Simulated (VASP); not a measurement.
Wanted: the native input for a VASP 6.6.1 run.

```
Task                   : single point
Functional             : PBE
Potentials or basis    : VASP PAW PBE potentials, release 64 (La)
Cutoff                 : 520 eV
k mesh                 : 12 × 12 × 12
Occupations            : fermi-dirac, width 0.0612256 eV
Spin                   : no spin polarisation
Dipole correction      : no
Further INCAR settings : ALGO = Normal; EDIFF = 1e-06; NBANDS = 12
```

The structure of La lies in POSCAR:

```
La
1.0
   -2.1284102732      2.1284102732      2.1284102732
    2.1284102732     -2.1284102732      2.1284102732
    2.1284102732      2.1284102732     -2.1284102732
La
1
Direct
    0.0000000000      0.0000000000      0.0000000000
```

This isn't the form of La at room conditions, which is double hcp.

The input as run:

INCAR

```
SYSTEM = La
ALGO = Normal
EDIFF = 1E-6
ENCUT = 520
GGA = PE
ISIF = 2
ISMEAR = -1
LASPH = .True.
LCHARG = .False.
LREAL = .False.
LWAVE = .False.
NBANDS = 12
NELM = 80
PREC = Accurate
SIGMA = 0.06122561905347299
```

KPOINTS

```
k-points
0
Gamma
  12 12 12
  0 0 0
```

Potentials or basis: VASP PAW PBE potentials, release 64 (La).

Run with:

```console
$ cat potpaw_PBE.64/La/POTCAR > POTCAR
$ mpirun -np 1 vasp_std > vasp.out
```

It gave:

```yaml
Pressure: -0.4 GPa
Band_gap_on_the_k_mesh: zero (an odd number of electrons rules out a gap without spin polarisation)
```

Caveat: spin-orbit coupling is left out, which moves the levels of the heavy elements.

It took 18 s on 1 thread of Intel(R) Xeon(R) 6975P-C (Granite Rapids) (shared host), peak memory 0.19 GiB.
